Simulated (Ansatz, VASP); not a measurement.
**One calculation of MoS2, two programs**

INCAR

```
SYSTEM = MoS2
  PREC = Accurate
  ENCUT = 500
  EDIFF = 1E-6
  ISMEAR = 0
  SIGMA = 0.05
  LREAL = .FALSE.
  LASPH = .TRUE.
  NELM = 120
  ALGO = Normal
  ISIF = 2
  LWAVE = .FALSE.
  LCHARG = .FALSE.
  GGA = PE
  IVDW = 12
  NBANDS = 20
  GGA_COMPAT = .FALSE.
```

Contents of KPOINTS:

```
Automatic mesh
0
G
  12 12 4
  0 0 0
```

Contents of POSCAR:

```
MoS2
1.0
    3.1779315830      0.0000000000      0.0000000000
   -1.5889657915      2.7521694823      0.0000000000
    0.0000000000      0.0000000000      6.5262002988
Mo S
1 2
Direct
    0.0000000000      0.0000000000      0.0000000000
    0.3333333333      0.6666666667      0.2232580192
    0.3333333333      0.6666666667      0.7767419808
```

Input for Ansatz:

```yaml
crystal:
  lattice:
    - [3.177931583, 0.0, 0.0]
    - [-1.5889657915, 2.7521694823, 0.0]
    - [0.0, 0.0, 6.5262002988]
  atoms:
    - { symbol: Mo, position: [0.0, 0.0, 0.0] }
    - { symbol: S, position: [0.3333333333, 0.6666666667, 0.2232580192] }
    - { symbol: S, position: [0.3333333333, 0.6666666667, 0.7767419808] }
basis:
  ecutwfc: 420
kpoints:
  mp_grid: { grid: [12, 12, 4] }
hamiltonian:
  xc: pbe
  dispersion: d3bj
scf:
  occupations: { method: gaussian, width: 0.05 }
output:
  forces: true
  stress: true
  eigenvalues: true
```

Alike in both runs: task single point; functional PBE; dispersion D3(BJ); k mesh 12 × 12 × 4; occupations gaussian, width 0.05 eV; no spin polarisation.

|  | VASP | Ansatz |
| --- | --- | --- |
| version | VASP 6.6.1 | Ansatz 0.2.0 |
| potentials or method | VASP PAW PBE potentials, release 64 (Mo_sv, S), cutoff 500 eV | scalar-relativistic, plane waves, PAW |
| valence electrons in the cell | 26 | 26 |

Ansatz gave:

* gap on the k mesh at the Fermi level (eV): 0.41
* least direct gap on the mesh (eV): 1.47
* pressure (GPa): 8.7
* traceless stress, the component that is largest in VASP (GPa): 8.68
* rms of the force components (eV/Å): 1.032

Task: Estimate VASP's values.

Result: gap on the k mesh at the Fermi level (eV): 0.43; least direct gap on the mesh (eV): 1.47; pressure (GPa): 8.5; traceless stress, the component that is largest in VASP (GPa): 8.62; rms of the force components (eV/Å): 1.022.

Atom by atom the forces differ by 0.010 eV/Å (rms over components).
